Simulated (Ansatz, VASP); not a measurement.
**One calculation of LiF, two programs**

File INCAR:

```
SYSTEM = LiF
ALGO     = Normal         ! electronic algorithm
EDIFF    = 1E-6           ! SCF threshold, eV
ENCUT    = 520            ! plane-wave cutoff, eV
ISIF     = 2              ! what is computed and relaxed
ISMEAR   = 0              ! smearing method
LASPH    = .True.         ! aspherical terms in the spheres
LCHARG   = .False.        ! write CHGCAR
LREAL    = .False.        ! projectors in reciprocal space
LWAVE    = .False.        ! write WAVECAR
NBANDS   = 18             ! bands
NELM     = 100            ! most SCF steps
PREC     = Accurate       ! precision mode
SIGMA    = 0.05           ! smearing width, eV
```

Contents of KPOINTS:

```
k-points
0
Gamma
  9 9 6
  0 0 0
```

The input POSCAR:

```
LiF
1.0
    3.0609398175      0.0382617477      0.0000000000
   -1.4973342632      2.6317207676      0.0000000000
    0.0000000000      0.0000000000      4.8073245700
Li F
2 2
Direct
    0.3333333333      0.6666666667      0.3811542600
    0.6666666667      0.3333333333      0.8811542600
    0.3333333333      0.6666666667      0.9938437400
    0.6666666667      0.3333333333      0.4938437400
```

Input for Ansatz:

```yaml
crystal:
  lattice:
    - [3.0609398175, 0.0382617477, 0.0]
    - [-1.4973342632, 2.6317207676, 0.0]
    - [0.0, 0.0, 4.80732457]
  atoms:
    - { symbol: Li, position: [0.3333333333, 0.6666666667, 0.38115426] }
    - { symbol: Li, position: [0.6666666667, 0.3333333333, 0.88115426] }
    - { symbol: F, position: [0.3333333333, 0.6666666667, 0.99384374] }
    - { symbol: F, position: [0.6666666667, 0.3333333333, 0.49384374] }
basis:
  ecutwfc: 420
kpoints:
  mp_grid: { grid: [9, 9, 6] }
hamiltonian:
  xc: lda
scf:
  occupations: { method: gaussian, width: 0.05 }
output:
  forces: true
  stress: true
  eigenvalues: true
```

Change from the starting cell: strain +0.0250 x Voigt [0, 0, 0, 0, 0, 1], atoms carried along.

Alike in both runs: task single point; functional LDA; k mesh 9 × 9 × 6; occupations gaussian, width 0.05 eV; no spin polarisation.

```csv
,VASP,Ansatz
version,VASP 6.6.1,Ansatz 0.2.0
potentials or method,"VASP PAW LDA potentials, release 64 (Li_sv, F), cutoff 520 eV","scalar-relativistic, plane waves, PAW"
valence electrons in the cell,20,20
```

VASP gave:

```
gap on the k mesh at the Fermi level (eV) : 7.59
least direct gap on the mesh (eV)         : 7.59
rms of the force components (eV/Å)        : 0.042
```

Estimate Ansatz's values.

gap on the k mesh at the Fermi level (eV): 7.60; least direct gap on the mesh (eV): 7.60; rms of the force components (eV/Å): 0.041.

LDA's correlation is that of Perdew and Zunger in VASP and of Perdew and Wang (1992) in Ansatz. Atom by atom the forces differ by 0.001 eV/Å (rms over components).

Noted on VASP's run: the cutoff is short for stress, so the pressure is rough.
